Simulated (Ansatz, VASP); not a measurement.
## Two plane-wave programs on BN

Contents of INCAR:

```
ALGO = Normal
EDIFF = 1E-8
ENCUT = 520
GGA = PE
GGA_COMPAT = F
ISIF = 2
ISMEAR = -1
LASPH = T
LCHARG = F
LEFG = T
LREAL = F
LWAVE = F
NBANDS = 11
NELM = 120
PREC = Accurate
SIGMA = 0.03
```

KPOINTS

```
k-points
0
Gamma
  13 13 13
```

File POSCAR:

```
BN
1.0
    0.0000000000      1.8255750000      1.8075000000
    1.8255750000      0.0000000000      1.8075000000
    1.8255750000      1.8255750000      0.0000000000
B N
1 1
Direct
    0.0000000000      0.0000000000      0.0000000000
    0.7500000000      0.7500000000      0.7500000000
```

Input for Ansatz:

```yaml
crystal:
  lattice:
    - [0.0, 1.825575, 1.8075]
    - [1.825575, 0.0, 1.8075]
    - [1.825575, 1.825575, 0.0]
  atoms:
    - { symbol: B, position: [0.0, 0.0, 0.0] }
    - { symbol: "N", position: [0.75, 0.75, 0.75] }
kpoints:
  mp_grid: { grid: [13, 13, 13] }
scf:
  occupations: { method: fermi_dirac, width: 0.03 }
hamiltonian:
  xc: pbe
  pseudopotentials: { kind: paw }
output:
  forces: true
  stress: true
  eigenvalues: true
  efg: { contact_densities: true }
```

Change from the starting cell: equal xx and yy strain of +1 %, PAW files.

Alike in both runs: task electric field gradients; functional PBE; k mesh 13 × 13 × 13; occupations fermi-dirac, width 0.03 eV; no spin polarisation.

|  | VASP | Ansatz |
| --- | --- | --- |
| version | VASP 6.6.1 | Ansatz 0.2.0 |
| potentials or method | VASP PAW PBE potentials, release 64 (B, N) | PAW with Ansatz's default frozen-core files, scalar-relativistic |
| plane-wave cutoff (eV) | 520 | 420 |
| valence electrons in the cell | 8 | 8 |

Ansatz gave:

```
gap on the k mesh at the Fermi level (eV)                     : 4.35
pressure (GPa)                                                : -4.3
traceless stress, the component that is largest in VASP (GPa) : 3.95
size of Vzz on the site where it differs most (V/Å²)          : 0.3
```

Task: Which values does VASP return?

Result: gap on the k mesh at the Fermi level (eV): 4.34; pressure (GPa): -4.1; traceless stress, the component that is largest in VASP (GPa): 3.95; size of Vzz on the site where it differs most (V/Å²): 0.4.
